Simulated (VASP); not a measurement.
Input of a VASP 6.6.1 run:

Contents of INCAR:

```
SYSTEM = Zn35O36
PREC = Accurate
ENCUT = 520
EDIFF = 1E-7
ISMEAR = 0
SIGMA = 0.02
LREAL = Auto
LASPH = .TRUE.
NELM = 100
ALGO = Normal
ISIF = 2
LWAVE = .FALSE.
LCHARG = .FALSE.
GGA = PE
NBANDS = 359
NELECT = 638.0
```

KPOINTS

```
Automatic mesh
0
G
  1 1 1
  0 0 0
```

POSCAR

```
Zn35O36
1.0
    9.8384282164      0.0000000000      0.0000000000
   -4.9192141082      8.5203287687      0.0000000000
    0.0000000000      0.0000000000     10.5875275224
Zn O
35 36
Direct
    0.1108441218      0.2224891846      0.7444604969
    0.1146117709      0.5447725230      0.2526042076
    0.1100728948      0.5576897475      0.7505296192
    0.1077249338      0.8692819492      0.2428465942
    0.1107419122      0.8921744931      0.7513087435
    0.4640514799      0.2256084304      0.2428465942
    0.4411588632      0.2225914107      0.7513087435
    0.4432429969      0.5522844397      0.2505449922
    0.4430944326      0.5561875755      0.7509120504
    0.4468425154      0.8864907922      0.2507954756
    0.4423824420      0.8909508314      0.7469064882
    0.7885606996      0.2187214896      0.2526042076
    0.7756436408      0.2232605163      0.7505296192
    0.7792979455      0.5540354285      0.2543346399
    0.7769274618      0.5564057595      0.7476139243
    0.7810488218      0.8900903012      0.2505449922
    0.7771457518      0.8902388870      0.7509120504
    0.1729243673      0.1604089510      0.3371454754
    0.2204061995      0.1129270978      0.9969559916
    0.2218815109      0.4515362147      0.5018704309
    0.2206763118      0.4399137758      1.0082137664
    0.2164024392      0.7901328907      0.4967216367
    0.2235933208      0.7747296119      0.9991867296
    0.5432005176      0.1169309339      0.4967216367
    0.5586037226      0.1097400142      0.9991867296
    0.5483575624      0.4397870202      0.4988108875
    0.5570899470      0.4462583667      0.9988047708
    0.5529692926      0.7803640189      0.5001136468
    0.5561262433      0.7772070984      1.0020289418
    0.8817971823      0.1114518026      0.5018704309
    0.8934195480      0.1126570378      1.0082137664
    0.8872000063      0.4461333715      0.4984986333
    0.8896844122      0.4436489603      1.0022755528
    0.8935463978      0.7849758127      0.4988108875
    0.8870749787      0.7762434032      0.9988047708
    0.2339097327      0.0994236282      0.1901275813
    0.2217612423      0.1115721031      0.7198818595
    0.2297874038      0.4474842584      0.1908793149
    0.2222907699      0.4494134093      0.6919612709
    0.2267648881      0.7692470770      0.1868152877
    0.2197723713      0.7791721634      0.6877069254
    0.5640862308      0.1065684230      0.1868152877
    0.5541612079      0.1135608761      0.6877069254
    0.5611693234      0.4480437438      0.1866913683
    0.5546875499      0.4455599195      0.6894545478
    0.5575573019      0.7757760504      0.1900805448
    0.5542620282      0.7790712284      0.6897145707
    0.8858491188      0.1035460044      0.1908793149
    0.8839199584      0.1110425461      0.6919612709
    0.8901415628      0.4431917010      0.1913865155
    0.8880569283      0.4452764797      0.6888313617
    0.8852895776      0.7721639832      0.1866913683
    0.8877734422      0.7786457753      0.6894545478
    0.1029468995      0.2303865324      0.4646802560
    0.1097582415      0.2235750582      0.9394798719
    0.1101640625      0.5620603535      0.4412539179
    0.1105442522      0.5533659707      0.9390528600
    0.1023256598      0.8869538025      0.4263537441
    0.1103639234      0.8852299254      0.9453182510
    0.4463795356      0.2310076352      0.4263537441
    0.4481034324      0.2229694477      0.9453182510
    0.4439857159      0.5593099902      0.4408774372
    0.4448073467      0.5557959239      0.9391593060
    0.4417537709      0.8915795630      0.4402039088
    0.4454097959      0.8879236008      0.9364857828
    0.7712729629      0.2231693226      0.4412539179
    0.7799674373      0.2227891730      0.9390528600
    0.7753912931      0.5579420852      0.4423502078
    0.7790111585      0.5543221545      0.9370941402
    0.7740233630      0.8893476068      0.4408774372
    0.7775374963      0.8885260423      0.9391593060
```

Potentials or basis: VASP PAW PBE potentials, release 64 (Zn, O).

Launch:

```sh
$ cat potpaw_PBE.64/Zn/POTCAR potpaw_PBE.64/O/POTCAR > POTCAR
$ mpirun -np 1 vasp_gam > vasp.out
```

Problem. Predict the largest force.

Solution. 0.122 eV/Å.

Forces in eV/Å, atoms in the order of the input:
```
Zn  -0.033  0.019 -0.018
Zn  -0.013 -0.003 -0.003
Zn  -0.006  0.001  0.006
Zn   0.003 -0.007 -0.029
Zn  -0.002 -0.033  0.005
Zn   0.008  0.001 -0.029
Zn   0.028  0.018  0.005
Zn   0.023  0.006  0.001
Zn  -0.001 -0.001  0.001
Zn  -0.002  0.001  0.001
Zn  -0.003  0.002  0.003
Zn  -0.004  0.013 -0.003
Zn  -0.004  0.005  0.006
Zn   0.011 -0.006  0.000
Zn   0.000  0.000  0.005
Zn   0.007 -0.023  0.001
Zn   0.001  0.002  0.001
Zn   0.034 -0.020 -0.038
Zn  -0.006  0.004  0.005
Zn   0.018  0.048 -0.008
Zn  -0.002  0.001 -0.012
Zn   0.013 -0.007  0.016
Zn   0.001  0.004 -0.007
Zn   0.013 -0.007  0.016
Zn  -0.003 -0.003 -0.007
Zn   0.003  0.022  0.020
Zn  -0.003  0.004 -0.005
Zn  -0.008  0.005  0.009
Zn  -0.004  0.002 -0.007
Zn  -0.033 -0.040 -0.008
Zn  -0.002  0.001 -0.012
Zn   0.007 -0.004  0.006
Zn  -0.003  0.001  0.000
Zn  -0.018 -0.014  0.020
Zn  -0.005  0.000 -0.005
O    0.027 -0.016 -0.076
O   -0.006  0.003 -0.036
O    0.004 -0.064  0.023
O    0.003 -0.008  0.000
O    0.011 -0.015  0.005
O   -0.001 -0.003 -0.010
O    0.018 -0.002  0.005
O    0.002  0.003 -0.010
O   -0.008  0.004  0.007
O    0.004 -0.002 -0.007
O    0.014 -0.008  0.011
O    0.002 -0.001 -0.003
O    0.058  0.028  0.023
O    0.009  0.001  0.000
O   -0.006  0.003  0.016
O    0.001 -0.001 -0.006
O   -0.007  0.005  0.007
O    0.004 -0.002 -0.007
O   -0.057  0.033  0.103
O   -0.012  0.007 -0.029
O   -0.005  0.014  0.008
O    0.009 -0.007 -0.002
O   -0.009  0.076  0.006
O    0.006 -0.005 -0.003
O   -0.070 -0.030  0.006
O    0.007 -0.003 -0.003
O    0.002 -0.007  0.004
O   -0.010 -0.001  0.001
O   -0.001  0.000  0.009
O    0.004 -0.002 -0.003
O   -0.014 -0.002  0.008
O    0.011 -0.004 -0.002
O   -0.017  0.010  0.017
O    0.006 -0.003 -0.007
O    0.008  0.002  0.004
O   -0.004  0.010  0.001
```

Caveat: the k points lie up to 0.74 Å⁻¹ apart; the cell carries a net charge on a neutralising background, which shifts energy and pressure.
